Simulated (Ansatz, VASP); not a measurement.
**WSe2 in VASP and in Ansatz**

Contents of INCAR:

```
ALGO = Normal ; EDIFF = 1E-7
ENCUT = 520 ; GGA = PE
ISIF = 2 ; ISMEAR = 0
IVDW = 12 ; LASPH = True
LCHARG = False ; LREAL = False
LWAVE = False ; NBANDS = 20
NELM = 80 ; PREC = Accurate
SIGMA = 0.05
```

Contents of KPOINTS:

```
k-points
0
Gamma
  9 9 4
```

File POSCAR:

```
WSe2
1.0
    3.4347696443      0.0000000000      0.0000000000
   -1.7173848222      2.9745977681      0.0000000000
    0.0000000000      0.0000000000      6.3845498149
W Se
1 2
Direct
    0.0000000000      0.0000000000      0.0000000000
    0.3333333333      0.6666666667      0.2405528385
    0.3333333333      0.6666666667      0.7594471615
```

Input for Ansatz:

```yaml
crystal:
  lattice:
    - [3.4347696443, 0.0, 0.0]
    - [-1.7173848222, 2.9745977681, 0.0]
    - [0.0, 0.0, 6.3845498149]
  atoms:
    - { symbol: W, position: [0.0, 0.0, 0.0] }
    - { symbol: Se, position: [0.3333333333, 0.6666666667, 0.2405528385] }
    - { symbol: Se, position: [0.3333333333, 0.6666666667, 0.7594471615] }
basis:
  ecutwfc: 420
kpoints:
  mp_grid: { grid: [9, 9, 4] }
hamiltonian:
  xc: pbe
  pseudopotentials: { kind: paw, azcp: { folder: soft_1 } }
  dispersion: d3bj
scf:
  occupations: { method: gaussian, width: 0.05 }
output:
  forces: true
  stress: true
  eigenvalues: true
```

Alike in both runs: task single point; functional PBE; dispersion D3(BJ); k mesh 9 × 9 × 4; occupations gaussian, width 0.05 eV; no spin polarisation.

|  | VASP | Ansatz |
| --- | --- | --- |
| version | VASP 6.6.1 | Ansatz 0.2.0 |
| potentials or method | VASP PAW PBE potentials, release 64 (W_sv, Se), cutoff 520 eV | scalar-relativistic, plane waves, PAW |
| valence electrons in the cell | 26 | 46 |

|  | VASP | Ansatz | Ansatz less VASP |
| --- | --- | --- | --- |
| gap on the k mesh at the Fermi level (eV) | none | none | - |
| pressure (GPa) | 3.1 | 2.8 | -0.34 |
| traceless stress, the component that is largest in VASP (GPa) | 13.45 | 13.40 | -0.055 |
| rms of the force components (eV/Å) | 0.735 | 0.710 | -0.0252 |

Atom by atom the forces differ by 0.025 eV/Å (rms over components). A gap of «none» marks a metal or a gap that the smearing closes. VASP's potentials hold 26 valence electrons a cell and Ansatz's 46, so a difference there can come from the potentials and not from the codes.

Neither program's run includes spin-orbit coupling.
